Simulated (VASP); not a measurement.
Crystal: Si2N.

```
CELL_PARAMETERS angstrom
4.36579 0.00000 0.00000
0.00000 4.36579 0.00000
0.00000 0.00000 4.36579
ATOMIC_POSITIONS crystal
Si 0.25000 0.25000 0.25000
Si 0.25000 0.75000 0.75000
Si 0.75000 0.75000 0.25000
Si 0.75000 0.25000 0.75000
N 0.00000 0.00000 0.00000
N 0.50000 0.50000 0.50000
```

- Program: VASP 6.6.1
- Task: relaxation of cell and atoms
- Functional: PBE
- Potentials or basis: VASP PAW PBE potentials, release 64 (Si, N)
- Cutoff: 600 eV
- k mesh: 4 × 4 × 4
- Occupations: gaussian, width 0.1 eV
- Spin: no spin polarisation

At the start: pressure -10.9 GPa; volume 13.87 Å³/atom.

Problem. How do energy, volume and symmetry change on relaxing?

Solution. Over 3 steps the energy falls by 60.6 meV/atom and the volume is 12.33 Å³/atom (-11.1 %); space group Pn-3m (No. 224, to 0.05 Å).

Step by step:
```
step  energy change (eV)  largest force (eV/Å)  pressure (GPa)  volume (Å³)
   1              0.0000                0.0000          -10.94        83.21
   2             -0.3474                0.0000            3.27        72.32
   3             -0.3636                0.0000           -0.07        73.97
```

Final structure:
```
Si N
1.0
     4.19782    0.00000    0.00000
     0.00000    4.19782    0.00000
     0.00000    0.00000    4.19782
Si N
4 2
Direct
  0.25000 0.25000 0.25000
  0.25000 0.75000 0.75000
  0.75000 0.75000 0.25000
  0.75000 0.25000 0.75000
  0.00000 0.00000 0.00000
  0.50000 0.50000 0.50000
```
